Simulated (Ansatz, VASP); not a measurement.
# Two plane-wave programs on C3OF2

```
C O F
1.0
     6.52130    0.00000    0.00000
     0.00000    5.35080    0.00000
    -2.56300    0.00000    8.43794
C O F
12 4 8
Cartesian
  4.4408 5.1590 0.7861
  0.7990 2.4836 3.4329
  -0.4825 0.1918 7.6519
  3.1593 2.8672 5.0050
  1.8226 0.8714 8.4124
  0.8542 3.5468 4.2445
  2.1357 4.4794 0.0256
  3.1041 1.8040 4.1934
  3.3206 4.1970 0.8626
  1.9192 1.5216 3.3564
  0.6377 1.1538 7.5753
  2.0391 3.8292 5.0816
  3.3785 3.2078 1.5648
  1.8613 0.5324 2.6542
  0.5798 2.1430 6.8731
  2.0970 4.8184 5.7838
  5.4911 4.9009 1.5436
  -0.2513 2.2255 2.6753
  -1.5328 0.4499 6.8943
  4.2096 3.1253 5.7626
  2.8142 1.7398 8.3021
  -0.1374 4.4152 4.3548
  1.1441 3.6110 0.1359
  4.0957 0.9356 4.0831
```

Alike in both runs: task single point; functional PBE; dispersion D3(BJ); k mesh 4 × 4 × 2; occupations gaussian, width 0.1 eV; no spin polarisation.

```csv
,VASP,Ansatz
version,VASP 6.6.1,Ansatz 0.2.0
potentials or method,"VASP PAW PBE potentials, release 64 (C, O, F), cutoff 520 eV","scalar-relativistic, plane waves, PAW"
valence electrons in the cell,128,128
```

|  | VASP | Ansatz | Ansatz less VASP |
| --- | --- | --- | --- |
| gap on the k mesh at the Fermi level (eV) | 1.73 | 1.73 | +0.006 |
| least direct gap on the mesh (eV) | 1.73 | 1.74 | +0.007 |
| pressure (GPa) | 3.4 | 2.3 | -1.04 |
| traceless stress, the component that is largest in VASP (GPa) | 1.10 | 0.51 | -0.587 |
| rms of the force components (eV/Å) | 0.455 | 0.251 | -0.2041 |

Atom by atom the forces differ by 0.260 eV/Å (rms over components).

Noted on VASP's run: the standard files for N, O and F lose accuracy on very short bonds.
